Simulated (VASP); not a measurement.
# Ga (P-1) in VASP: further runs, part 2 of 2

VASP 6.6.1.

### Step 3. Single point, LDA

INCAR

```
SYSTEM = Ga
  PREC = Accurate
  ENCUT = 520
  EDIFF = 1E-7
  ISMEAR = 1
  SIGMA = 0.05
  LREAL = .FALSE.
  LASPH = .TRUE.
  NELM = 60
  ALGO = Fast
  ISIF = 2
  LWAVE = .FALSE.
  LCHARG = .FALSE.
  GGA = CA
  NBANDS = 20
```

KPOINTS

```
Automatic mesh
0
G
  11 11 10
  0 0 0
```

POSCAR

```
Ga
1.0
    1.4500000000     -4.0650000000      0.0000000000
    1.4500000000      4.0650000000      0.0000000000
    0.0000000000      0.0000000000      3.1700000000
Ga
2
Direct
    0.1426510000      0.8836200000      0.7521610000
    0.8630400000      0.1461870000      0.2619770000
```

Potentials or basis: VASP PAW LDA potentials, release 64 (Ga_d).

The run is started by

```sh
$ cat potpaw_LDA.64/Ga_d/POTCAR > POTCAR
$ mpirun -np 1 vasp_std > vasp.out
```

OUTCAR:

```text
SYSTEM = Ga
   PREC = Accurate
   ENCUT = 520
   EDIFF = 1E-7
   ISMEAR = 1
   LREAL = .FALSE.
   LASPH = .TRUE.
   NELM = 60
   ISIF = 2
   GGA = CA

 ion  position               nearest neighbor table
   1  0.143  0.884  0.752-   2 2.70   2 2.73   2 2.81   2 2.84   2 2.85   2 2.87
   2  0.863  0.146  0.262-   1 2.70   1 2.73   1 2.81   1 2.84   1 2.85   1 2.87

  LATTYP: Found a base centered orthorhombic cell.
 ALAT       =     2.9000000000
 B/A-ratio  =     2.8034482759
 C/A-ratio  =     1.0931034483

  Lattice vectors:

 A1 = (   1.4500000000,  -4.0650000000,   0.0000000000)
 A2 = (   1.4500000000,   4.0650000000,   0.0000000000)
 A3 = (   0.0000000000,   0.0000000000,   3.1700000000)

Analysis of symmetry for initial positions (statically):
=====================================================================
 Subroutine PRICEL returns:
 Original cell was already a primitive cell.

 Routine SETGRP: Setting up the symmetry group for a
 base centered orthorhombic supercell.

 Subroutine GETGRP returns: Found  2 space group operations
 (whereof  1 operations were pure point group operations)
 out of a pool of  8 trial point group operations.

The static configuration has the point symmetry C_1 .
 The point group associated with its full space group is S_2 .

Analysis of symmetry for dynamics (positions and initial velocities):
=====================================================================
 Subroutine PRICEL returns:
 Original cell was already a primitive cell.

 Routine SETGRP: Setting up the symmetry group for a
 base centered orthorhombic supercell.

 Subroutine GETGRP returns: Found  2 space group operations
 (whereof  1 operations were pure point group operations)
 out of a pool of  8 trial point group operations.

The dynamic configuration has the point symmetry C_1 .
 The point group associated with its full space group is S_2 .

 Subroutine INISYM returns: Found  2 space group operations
 (whereof  1 operations are pure point group operations),
[... 107 lines left out ...]
   NELECT =      26.0000    total number of electrons
   NUPDOWN=      -1.0000    fix difference up-down
   EMIN   =  10.00;   EMAX   =-10.00  energy-range for DOS
   EFERMI =   0.00;   METHOD = LEGACY
   ISMEAR =     1;   SIGMA  =   0.05  broadening in eV -4-tet -1-fermi 0-gaus
   EFERMI_NEDOS =   21; number of points for ismear=-14 and -15
   IALGO  =     68    algorithm
   IMIX   =      4    mixing-type and parameters
     AMIX     =   0.40;   BMIX     =  1.00
     AMIX_MAG =   1.60;   BMIX_MAG =  1.00
  volume/ion in A,a.u.               =      18.68       126.09
  Fermi-wavevector in a.u.,A,eV,Ry     =   1.450641  2.741314 28.631555  2.104360
  Thomas-Fermi vector in A             =   2.568230
   LORBIT       =      0    0 simple, 1 ext, 2 COOP (PROOUT), +10 PAW based schemes
   GGA     = CA    functional components
   LHFCALC =     F    Hartree Fock is set to
   AEXX    =    0.0000 exact exchange contribution
   IVDW    =     0    specifies the selected vdW correction
   LEPSILON=     F    determine dielectric tensor
   LRPA    =     F    only Hartree local field effects (RPA)
 non-spin polarized calculation
 RMM-DIIS sequential band-by-band and
 Methfessel and Paxton  Order N= 1 SIGMA  =   0.05
  energy-cutoff  :      520.00
  volume of cell :       37.37
 maximum number of plane-waves:      1027
   NGX = 17   NGY = 17   NGZ = 11

 number of electron      26.0000000 magnetization

 Free energy of the ion-electron system (eV)
  ---------------------------------------------------
  ext. energy  EPLUGINS =         0.00000000
  ---------------------------------------------------
  free energy    TOTEN  =        -7.10213702 eV

  energy without entropy =       -7.10231162  energy(sigma->0) =       -7.10219522

 E-fermi :   5.3853     XC(G=0): -11.3288

 val. band max:        5.3659430759   @ k =  -0.1818  -0.1818   0.3000
 cond. band min:       5.3970713013   @ k =  -0.4545   0.3636   0.3000
 fundamental gap:      0.0311282254
 Fermi energy:         5.3852960065

 k-point     1 :       0.0000    0.0000    0.0000
  band No.  band energies     occupation
      1      -9.8786      2.00000
      2      -9.8473      2.00000
      3      -9.7814      2.00000
      4      -9.7749      2.00000
      5      -9.5953      2.00000
      6      -9.5739      2.00000
[... 541 lines left out ...]
     19      16.8345      0.00000
     20      18.7046      0.00000

 [... further k-points ...]
[... 5 lines left out ...]
  --------------------------------------------------------------------------------------
  -------------------------------------------------------------------------------------
  Total       -0.9660208     -1.0203923     -0.6112963     -0.0093850      0.0125595     -0.0015807
  in kB      -41.4170574    -43.7481744    -26.2086434     -0.4023718      0.5384749     -0.0677690
  external PRESSURE =     -37.1246250 kB  Pullay stress =       0.0000000 kB

 VOLUME and BASIS-vectors are now :
 -----------------------------------------------------------------------------
  energy-cutoff  :      520.00
  volume of cell :       37.37
      direct lattice vectors                 reciprocal lattice vectors
     1.450000000 -4.065000000  0.000000000     0.344827586 -0.123001230  0.000000000
     1.450000000  4.065000000  0.000000000     0.344827586  0.123001230  0.000000000
     0.000000000  0.000000000  3.170000000     0.000000000  0.000000000  0.315457413

 POSITION                                       TOTAL-FORCE (eV/Angst)
 -----------------------------------------------------------------------------------
      1.48809      3.01204      2.38435        -0.013779     -0.013152      0.029887
      1.46338     -2.91401      0.83047         0.013779      0.013152     -0.029887
 -----------------------------------------------------------------------------------
    total drift:                                0.000016      0.000023      0.000005

  FREE ENERGIE OF THE ION-ELECTRON SYSTEM (eV)
  ---------------------------------------------------
  free  energy   TOTEN  =        -7.1021370186 eV

  energy  without entropy=       -7.1023116156  energy(sigma->0) =       -7.10219522
```

stdout:

```text
POSCAR found type information on POSCAR Ga
 POSCAR found :  1 types and       2 ions
 scaLAPACK will be used
 LDA part: xc-table for (Slater(with rela. corr.)+CA(PZ))
 , standard interpolation
[... 18 lines left out ...]
 num prob WARNING in EDDRMM: call to ZHEGV failed, returncode =   6  3     16
WARNING in EDDRMM: call to ZHEGV failed, returncode =   6  3     17
WARNING in EDDRMM: call to ZHEGV failed, returncode =   8  4     17
WARNING in EDDRMM: call to ZHEGV failed, returncode =   8  4     17
 num prob WARNING in EDDRMM: call to ZHEGV failed, returncode =   8  4     17
WARNING in EDDRMM: call to ZHEGV failed, returncode =   6  3     18
 num prob  num prob  num prob  num prob  num prob  num prob  num prob  num prob  num prob  num prob  num prob  num prob  num prob  num prob  num prob  num prob  num prob  num prob  num prob  num prob RMM:  13    -0.710213701864E+01   -0.20027E-07   -0.45101E-07 21950   0.611E-03
```

Wall time 11 min (1 thread of Intel Xeon 8259CL, shared host); peak memory 0.43 GiB.

Results:

| Property | Result |
| --- | --- |
| Free energy | -7.1021 eV |
| Pressure | -3.7 GPa |
| Largest force | 0.035 eV/Å |
| Band gap on the k mesh | zero (bands 13 and 14 overlap by 8.74 eV) |

Forces on the atoms (eV/Å):
```
Ga  -0.014 -0.013  0.030
Ga   0.014  0.013 -0.030
```

Caveat: the cell stands under tension.
